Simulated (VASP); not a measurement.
# InGa26As27 (a cell with a defect) in VASP: single point with PBE

Aim: the single point of InGa26As27 (a cell with a defect) with PBE.

Program: VASP 6.6.1. These are calculated values, not measurements. Logs are shortened: lines on timing, memory, paths and dates and some standing lists are left out, and cuts for length are marked.

## Step 1: The cell of the first run

The cell holds a defect, 54 atoms: a = 11.993 Å, b = 11.993 Å, c = 11.993 Å, α = 60.00°, β = 60.00°, γ = 60.00°.

## Step 2: Single point, PBE, collinear spin

Input file INCAR:

```
PREC = Accurate ; ENCUT = 400
EDIFF = 1E-6 ; ISMEAR = 0
SIGMA = 0.05 ; LREAL = Auto
LASPH = T ; NELM = 200
ALGO = Normal ; ISIF = 2
LWAVE = F ; LCHARG = F
ISPIN = 2 ; MAGMOM = 0.2 0 0 0 0 0 0 0 0 0 0 0 0 0 0 0 0 0 0 0 0 0 0 0 0 0 0 0.2 0 0.2 0 0 0 0.2 0 0 0 0 0 0 0 0 0 0 0 0.2 0 0 0 0 0 0 0 0
LORBIT = 11 ; GGA = PE
NELECT = 487.0 ; NBANDS = 280
GGA_COMPAT = F
```

Input file KPOINTS:

```
Automatic mesh
0
Gamma
  1 1 1
```

Input file POSCAR:

```
InGa26As27
1.0
    0.0000000000      8.4805500000      8.4805500000
    8.4805500000      0.0000000000      8.4805500000
    8.4805500000      8.4805500000      0.0000000000
In Ga As
1 26 27
Direct
    0.0003494255     -0.0001569698     -0.0005134901
    0.0001539345     -0.0000799190      0.3346953173
    0.0000434285      0.0000755310      0.6643896503
    0.0001054041      0.3348647150      0.0001440807
   -0.0003660560      0.3335158823      0.3333203697
   -0.0001509165      0.3349639770      0.6649417037
    0.0001749904      0.6649664795      0.0000808377
    0.0000055858      0.6647316292      0.3352015376
    0.0003895700      0.6663729899      0.6667391614
    0.3351588399      0.0001147681      0.0001208481
    0.3335018858     -0.0002774515      0.3334253209
    0.3351159668     -0.0000357752      0.6647869287
    0.3332882762      0.3335049707     -0.0002484047
    0.3333778366      0.3333112350      0.3336019661
    0.3331148323      0.3329340008      0.6668504065
    0.3350711063      0.6647521863      0.0003341126
    0.3331848404      0.6668551055      0.3330489244
    0.3330234905      0.6668855495      0.6669612101
    0.6649048128      0.0002982174     -0.0000660511
    0.6649244898      0.0000243235      0.3349272716
    0.6664739226      0.0003456332      0.6665192354
    0.6647105372      0.3349980374      0.0002501091
    0.6670165429      0.3330571672      0.3329929622
    0.6669087194      0.3330334406      0.6668448946
    0.6667284174      0.6665980269      0.0003858291
    0.6669688799      0.6669471969      0.3330527116
    0.6664041425      0.6665400186      0.6666709719
    0.0879486051      0.0875448298      0.0874923089
    0.0832539263      0.0832179973      0.4163084356
    0.0879626718      0.0877398463      0.7361536523
    0.0831085151      0.4169273957      0.0830985507
    0.0830976696      0.4167020791      0.4169410676
    0.0831697816      0.4163710911      0.7501884642
    0.0880054301      0.7365613587      0.0878436530
    0.0832663999      0.7499682294      0.4166417494
    0.0831782553      0.7501729893      0.7501334665
    0.4168908539      0.0833251949      0.0832144951
    0.4169503767      0.0831034330      0.4167669973
    0.4165024872      0.0830730138      0.7502143603
    0.4167100628      0.4167046701      0.0833854212
    0.4168114020      0.4166672985      0.4166693625
    0.4166536704      0.4166453442      0.7498502322
    0.4166506200      0.7502153401      0.0832187881
    0.4167339652      0.7498397324      0.4167379519
    0.4163878138      0.7500183093      0.7503793763
    0.7370006615      0.0877264518      0.0875832024
    0.7501947558      0.0831139139      0.4164878597
    0.7501371713      0.0831944788      0.7500118796
    0.7501699165      0.4165894787      0.0831237994
    0.7497908201      0.4167741146      0.4166745501
    0.7498842260      0.4165150782      0.7503110566
    0.7502083114      0.7503506298      0.0831418466
    0.7500724355      0.7500978892      0.4166978924
    0.7500391885      0.7499471826      0.7499973641
```

Potentials or basis: VASP PAW PBE potentials, release 64 (In_d, Ga_d, As).

Run with:

```console
> cat potpaw_PBE.64/In_d/POTCAR potpaw_PBE.64/Ga_d/POTCAR potpaw_PBE.64/As/POTCAR > POTCAR
> mpirun -np 1 vasp_gam > vasp.out
```

OUTCAR:

```text
PREC = Accurate
   ENCUT = 400
   EDIFF = 1E-6
   ISMEAR = 0
   LREAL = Auto
   LASPH = T
   NELM = 200
   ISIF = 2
   ISPIN = 2
   LORBIT = 11
   GGA = PE
   NELECT = 487.0

 ion  position               nearest neighbor table
   1  0.000  1.000  0.999-  34 2.58  28 2.58  30 2.58  46 2.58
   2  0.000  1.000  0.335-  28 2.42  29 2.43  35 2.45  47 2.45
   3  0.000  0.000  0.664-  30 2.42  29 2.43  36 2.45  48 2.45
   4  0.000  0.335  0.000-  28 2.42  31 2.43  49 2.45  33 2.45
   5  1.000  0.334  0.333-  50 2.45  31 2.45  32 2.45  29 2.45
   6  1.000  0.335  0.665-  30 2.42  32 2.43  51 2.45  33 2.45
[... 46 lines left out ...]
  53  0.750  0.750  0.417-  26 2.45  20 2.45   8 2.45  27 2.45
  54  0.750  0.750  0.750-   9 2.45  27 2.45  25 2.45  21 2.45

  LATTYP: Found a face centered cubic cell.
 ALAT       =    16.9611000000

  Lattice vectors:

 A1 = (   0.0000000000,   8.4805500000,   8.4805500000)
 A2 = (   8.4805500000,   0.0000000000,   8.4805500000)
 A3 = (   8.4805500000,   8.4805500000,   0.0000000000)

Analysis of symmetry for initial positions (statically):
=====================================================================
 Subroutine PRICEL returns:
 Original cell was already a primitive cell.

 Routine SETGRP: Setting up the symmetry group for a
 face centered cubic supercell.

 Subroutine GETGRP returns: Found  1 space group operations
 (whereof  1 operations were pure point group operations)
 out of a pool of 48 trial point group operations.

The static configuration has the point symmetry C_1 .

Analysis of symmetry for dynamics (positions and initial velocities):
=====================================================================
 Subroutine PRICEL returns:
 Original cell was already a primitive cell.

 Routine SETGRP: Setting up the symmetry group for a
 face centered cubic supercell.

 Subroutine GETGRP returns: Found  1 space group operations
 (whereof  1 operations were pure point group operations)
 out of a pool of 48 trial point group operations.

The dynamic configuration has the point symmetry C_1 .

Analysis of structural, dynamic, and magnetic symmetry:
=====================================================================
 Subroutine PRICEL returns:
 Original cell was already a primitive cell.

 Routine SETGRP: Setting up the symmetry group for a
 face centered cubic supercell.

 Subroutine GETGRP returns: Found  1 space group operations
 (whereof  1 operations were pure point group operations)
 out of a pool of 48 trial point group operations.

The overall configuration has the point symmetry C_1 .

 Subroutine INISYM returns: Found  1 space group operations
 (whereof  1 operations are pure point group operations),
 and found     1 'primitive' translations

----------------------------------------------------------------------------------------

                                     Primitive cell

  volume of cell :    1219.8377

  direct lattice vectors                    reciprocal lattice vectors
     0.000000000  8.480550000  8.480550000    -0.058958440  0.058958440  0.058958440
     8.480550000  0.000000000  8.480550000     0.058958440 -0.058958440  0.058958440
     8.480550000  8.480550000  0.000000000     0.058958440  0.058958440 -0.058958440

  length of vectors
    11.993308826 11.993308826 11.993308826     0.102119014  0.102119014  0.102119014

  position of ions in fractional coordinates (direct lattice)
     0.000349425  0.999843030  0.999486510
     0.000153934  0.999920081  0.334695317
     0.000043428  0.000075531  0.664389650
     0.000105404  0.334864715  0.000144081
     0.999633944  0.333515882  0.333320370
     0.999849084  0.334963977  0.664941704
[... 46 lines left out ...]
     0.750072436  0.750097889  0.416697892
     0.750039188  0.749947183  0.749997364

  ion indices of the primitive-cell ions
   primitive index   ion index
                 1           1
                 2           2
                 3           3
                 4           4
                 5           5
                 6           6
[... 46 lines left out ...]
                53          53
                54          54

----------------------------------------------------------------------------------------

 KPOINTS: Automatic mesh

Automatic generation of k-mesh.
 Grid dimensions read from file:
 generate k-points for:    1    1    1

 Generating k-lattice:

  Cartesian coordinates                     Fractional coordinates (reciprocal lattice)
    -0.058958440  0.058958440  0.058958440     1.000000000  0.000000000  0.000000000
     0.058958440 -0.058958440  0.058958440     0.000000000  1.000000000  0.000000000
     0.058958440  0.058958440 -0.058958440     0.000000000  0.000000000  1.000000000

  Length of vectors
     0.102119014  0.102119014  0.102119014

  Shift w.r.t. Gamma in fractional coordinates (k-lattice)
     0.000000000  0.000000000  0.000000000

 Subroutine IBZKPT returns following result:
 ===========================================

 Found      1 irreducible k-points:

 Following reciprocal coordinates:
            Coordinates               Weight
  0.000000  0.000000  0.000000      1.000000
   k-points           NKPTS =      1   k-points in BZ     NKDIM =      1   number of bands    NBANDS=    280
   number of dos      NEDOS =    301   number of ions     NIONS =     54
   total plane-waves  NPLWV = 512000
   dimension x,y,z NGX =    80 NGY =   80 NGZ =   80
   dimension x,y,z NGXF=   160 NGYF=  160 NGZF=  160
   ions per type =               1  26  27
   NGX,Y,Z   is equivalent  to a cutoff of  11.09, 11.09, 11.09 a.u.
   NGXF,Y,Z  is equivalent  to a cutoff of  22.18, 22.18, 22.18 a.u.
 SYSTEM =  unknown system
   PREC   = accura    normal or accurate (medium, high low for compatibility)
   ISTART =      0    job   : 0-new  1-cont  2-samecut
   ICHARG =      2    charge: 1-file 2-atom 10-const
   ISPIN  =      2    spin polarized calculation?
   LNONCOLLINEAR =      F non collinear calculations
   LSORBIT =      F    spin-orbit coupling
   LASPH  =      T    aspherical Exc in radial PAW
   ENCUT  =  400.0 eV  29.40 Ry    5.42 a.u.  19.56 19.56 19.56*2*pi/ulx,y,z
   NELM   =    200;   NELMIN=  2; NELMDL= -5     # of ELM steps
   EDIFF  = 0.1E-05   stopping-criterion for ELM
   LREAL  =      T    real-space projection
   EDIFFG = 0.1E-04   stopping-criterion for IOM
   NSW    =      0    number of steps for IOM
   IBRION =     -1    ionic relax: 0-MD 1-quasi-New 2-CG
   NFREE  =      0    steps in history (QN), initial steepest desc. (CG)
   ISIF   =      2    stress and relaxation
   ISYM   =      2    0-nonsym 1-usesym 2-fastsym
   POTIM  = 0.5000    time-step for ionic-motion
   TEBEG  =    0.0;   TEEND  =   0.0 temperature during run
   PSTRESS=    0.0 pullay stress
   NELECT =     487.0000    total number of electrons
   NUPDOWN=      -1.0000    fix difference up-down
   EMIN   =  10.00;   EMAX   =-10.00  energy-range for DOS
   EFERMI =   0.00;   METHOD = LEGACY
   ISMEAR =     0;   SIGMA  =   0.05  broadening in eV -4-tet -1-fermi 0-gaus
   EFERMI_NEDOS =   21; number of points for ismear=-14 and -15
   IALGO  =     38    algorithm
   IMIX   =      4    mixing-type and parameters
     AMIX     =   0.40;   BMIX     =  1.00
     AMIX_MAG =   1.60;   BMIX_MAG =  1.00
  volume/ion in A,a.u.               =      22.59       152.44
  Fermi-wavevector in a.u.,A,eV,Ry     =   1.205454  2.277977 19.770873  1.453118
  Thomas-Fermi vector in A             =   2.341149
   LORBIT       =     11    0 simple, 1 ext, 2 COOP (PROOUT), +10 PAW based schemes
   GGA     = PE    functional components
   LHFCALC =     F    Hartree Fock is set to
   AEXX    =    0.0000 exact exchange contribution
   IVDW    =     0    specifies the selected vdW correction
   LEPSILON=     F    determine dielectric tensor
   LRPA    =     F    only Hartree local field effects (RPA)
 spin polarized calculation
 Gauss-broadening in eV      SIGMA  =   0.05
  energy-cutoff  :      400.00
  volume of cell :     1219.84
 maximum number of plane-waves:     11110
 NGX is ok and might be reduce to    80
   NGX = 39   NGY = 39   NGZ = 39

 number of electron     487.0000023 magnetization       0.0001707

 number of electron     487.0000023 magnetization      -0.0000573

 Free energy of the ion-electron system (eV)
  ---------------------------------------------------
  ext. energy  EPLUGINS =         0.00000000
  ---------------------------------------------------
  free energy    TOTEN  =      -201.48658494 eV

  energy without entropy =     -201.45837546  energy(sigma->0) =     -201.47248020

 E-fermi :   4.6641     XC(G=0):  -9.5507

 val. band max:        4.6641276679   @ k =   0.0000   0.0000   0.0000
 cond. band min:       4.6641294488   @ k =   0.0000   0.0000   0.0000
 fundamental gap:      0.0000017808
 Fermi energy:         4.6641285583

 spin component 1

 k-point     1 :       0.0000    0.0000    0.0000
  band No.  band energies     occupation
      1     -10.8597      1.00000
      2     -10.8594      1.00000
      3     -10.8568      1.00000
      4     -10.8564      1.00000
      5     -10.8563      1.00000
      6     -10.8552      1.00000
[... 247 lines left out ...]
    254       5.6459      0.00000
    255       5.6655      0.00000
 Fermi energy:         4.6641285583

 spin component 2

 k-point     1 :       0.0000    0.0000    0.0000
  band No.  band energies     occupation
      1     -10.8597      1.00000
      2     -10.8594      1.00000
      3     -10.8568      1.00000
      4     -10.8564      1.00000
      5     -10.8563      1.00000
      6     -10.8552      1.00000
[... 247 lines left out ...]
    254       5.6459      0.00000
    255       5.6655      0.00000
 [bands above 255 left out]

------------------------ aborting loop because EDIFF is reached ----------------------------------------

  FORCE on cell =-STRESS in cart. coord.  units (eV):
  Direction    XX          YY          ZZ          XY          YZ          ZX
  --------------------------------------------------------------------------------------
  -------------------------------------------------------------------------------------
  Total       56.0646363     56.0587857     56.0568493     -0.0204253      0.0156887     -0.0038629
  in kB       73.6372462     73.6295618     73.6270184     -0.0268273      0.0206060     -0.0050737
  external PRESSURE =      73.6312755 kB  Pullay stress =       0.0000000 kB

 VOLUME and BASIS-vectors are now :
 -----------------------------------------------------------------------------
  energy-cutoff  :      400.00
  volume of cell :     1219.84
      direct lattice vectors                 reciprocal lattice vectors
     0.000000000  8.480550000  8.480550000    -0.058958440  0.058958440  0.058958440
     8.480550000  0.000000000  8.480550000     0.058958440 -0.058958440  0.058958440
     8.480550000  8.480550000  0.000000000     0.058958440  0.058958440 -0.058958440

 POSITION                                       TOTAL-FORCE (eV/Angst)
 -----------------------------------------------------------------------------------
     16.95541      8.47916      8.48218         0.002889     -0.002595      0.000795
     11.31827      2.83971      8.48118         0.021225      0.023096     -0.062575
      5.63503      5.63476      0.00101        -0.015452     -0.013092     -0.050424
      2.84106      0.00212      2.84073         0.012750     -0.062102      0.018442
      5.65514     11.30419     11.30584         0.011440     -0.008634     -0.014907
      8.47975     14.11834     11.31995         0.062076     -0.016559      0.019338
[... 46 lines left out ...]
      9.89507      9.89485     12.72227        -0.014947     -0.013123      0.003950
     12.72035     12.72113     12.72071         0.005907      0.000061     -0.000568
 -----------------------------------------------------------------------------------
    total drift:                               -0.002868     -0.016866     -0.000081

  FREE ENERGIE OF THE ION-ELECTRON SYSTEM (eV)
  ---------------------------------------------------
  free  energy   TOTEN  =      -201.4865849423 eV

  energy  without entropy=     -201.4583754632  energy(sigma->0) =     -201.47248020

 total charge

# of ion       s       p       d       tot
------------------------------------------
    1        0.816   0.834   9.897  11.547
    2        0.850   0.846  10.003  11.699
    3        0.850   0.845  10.003  11.698
    4        0.850   0.846  10.003  11.698
    5        0.851   0.831   9.999  11.681
    6        0.850   0.846  10.003  11.698
[... 46 lines left out ...]
   53        1.185   1.670   0.028   2.882
   54        1.186   1.667   0.028   2.880
--------------------------------------------------
tot         54.924  67.818 270.681 393.424

 magnetization (x)

# of ion       s       p       d       tot
------------------------------------------
    1       -0.000   0.000   0.000   0.000
    2        0.000   0.000   0.000   0.000
    3       -0.000   0.000   0.000   0.000
    4        0.000   0.000   0.000   0.000
    5        0.000   0.000   0.000   0.000
    6       -0.000   0.000  -0.000   0.000
[... 46 lines left out ...]
   53       -0.000  -0.000   0.000  -0.000
   54       -0.000  -0.000   0.000  -0.000
--------------------------------------------------
tot         -0.000   0.000   0.000  -0.000
```

Wall time 25 min (1 thread of Intel Xeon Platinum 8375C at 2.90GHz (Ice Lake), shared host); peak memory 1.4 GiB.

Results:

* Free energy: -201.4866 eV
* Largest force: 0.075 eV/Å
* Net moment: 0.00 μB per cell
* Valence electrons inside the program's atomic spheres: In 11.55; Ga 11.70, 11.68 (each value once); As 2.90, 2.89, 2.88 (each value once)

Forces on the atoms (eV/Å):
```
In   0.003 -0.003  0.001
Ga   0.021  0.023 -0.063
Ga  -0.015 -0.013 -0.050
Ga   0.013 -0.062  0.018
Ga   0.011 -0.009 -0.015
Ga   0.062 -0.017  0.019
Ga  -0.021 -0.064 -0.022
Ga   0.057  0.018 -0.012
Ga   0.017 -0.029 -0.019
Ga  -0.060  0.019  0.018
Ga  -0.018  0.011 -0.019
Ga  -0.021  0.063  0.017
Ga  -0.017 -0.013  0.020
Ga   0.015  0.011  0.016
Ga   0.008  0.000  0.027
Ga  -0.027  0.022  0.066
Ga   0.007  0.027 -0.001
Ga  -0.030  0.004  0.001
Ga  -0.063 -0.017 -0.022
Ga   0.014  0.060 -0.012
Ga  -0.027  0.027 -0.022
Ga   0.013 -0.018  0.061
Ga   0.024  0.001 -0.004
Ga   0.009 -0.027 -0.001
Ga  -0.023 -0.030  0.019
Ga   0.005 -0.003 -0.026
Ga   0.023  0.026  0.019
As   0.028  0.010  0.016
As   0.010  0.005  0.049
As  -0.025 -0.032  0.016
As   0.004  0.045 -0.001
As  -0.051 -0.004 -0.001
As  -0.009  0.010 -0.004
As  -0.009  0.016 -0.034
As  -0.007 -0.003  0.006
As   0.000  0.008  0.005
As   0.045 -0.001 -0.001
As   0.000 -0.047 -0.001
As   0.007 -0.010  0.001
As   0.006  0.003 -0.046
As  -0.003 -0.001 -0.004
As   0.000  0.001 -0.001
As   0.001  0.002 -0.009
As   0.002 -0.001  0.004
As   0.001 -0.007 -0.003
As   0.023 -0.009 -0.018
As  -0.001 -0.011  0.011
As   0.008  0.002  0.008
As   0.000  0.013 -0.011
As   0.000 -0.001 -0.001
As  -0.012  0.005 -0.003
As   0.007  0.013  0.004
As  -0.015 -0.013  0.004
As   0.006  0.000 -0.001
```

Caveat: the k points lie up to 0.64 Å⁻¹ apart; the cell carries a net charge on a neutralising background, which shifts energy and pressure; the cell is charged against a uniform background, so pressure and absolute levels hang on convention; spin-orbit coupling is left out, which moves the levels of the heavy elements.
